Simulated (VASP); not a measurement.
Write the native input for VASP 6.6.1 that does the following.

* Task: dielectric tensor
* Functional: PBEsol
* Potentials or basis: VASP PAW PBE potentials, release 64 (As, B)
* Cutoff: 520 eV
* k mesh: 10 × 10 × 10
* Occupations: gaussian, width 0.01 eV
* Spin: no spin polarisation
* Dipole correction: no
* Further INCAR settings: ALGO = Normal; EDIFF = 1e-08

The structure of BAs lies in POSCAR:

```
BAs
1.0
    0.0000000000      2.3885000000      2.3885000000
    2.3885000000      0.0000000000      2.3885000000
    2.3885000000      2.3885000000      0.0000000000
As B
1 1
Direct
    0.7500000000      0.7500000000      0.7500000000
    0.0000000000      0.0000000000      0.0000000000
```

The input as run:

INCAR

```
SYSTEM = BAs
PREC = Accurate
ENCUT = 520
EDIFF = 1E-8
ISMEAR = 0
SIGMA = 0.01
LREAL = .FALSE.
LASPH = .TRUE.
NELM = 80
ALGO = Normal
ISIF = 2
LWAVE = .FALSE.
LCHARG = .FALSE.
GGA = PS
LEPSILON = .TRUE.
```

KPOINTS

```
regular mesh
0
G
  10 10 10
  0 0 0
```

Potentials or basis: VASP PAW PBE potentials, release 64 (As, B).

Command:

```bash
$ cat potpaw_PBE.64/As/POTCAR potpaw_PBE.64/B/POTCAR > POTCAR
$ mpirun -np 1 vasp_std > vasp.out
```

It gave:

```yaml
Band_gap_on_the_k_mesh: 1.08 eV, indirect (least direct gap 3.24 eV)
Electronic_dielectric_tensor_diagonal: 10.00
Born_charges_mean_of_the_diagonal: As +0.50; B -0.50 e
```

Run time: 2.2 min on 1 thread of Intel(R) Xeon(R) Platinum 8488C (Sapphire Rapids), on a shared host, peak memory 0.25 GiB.
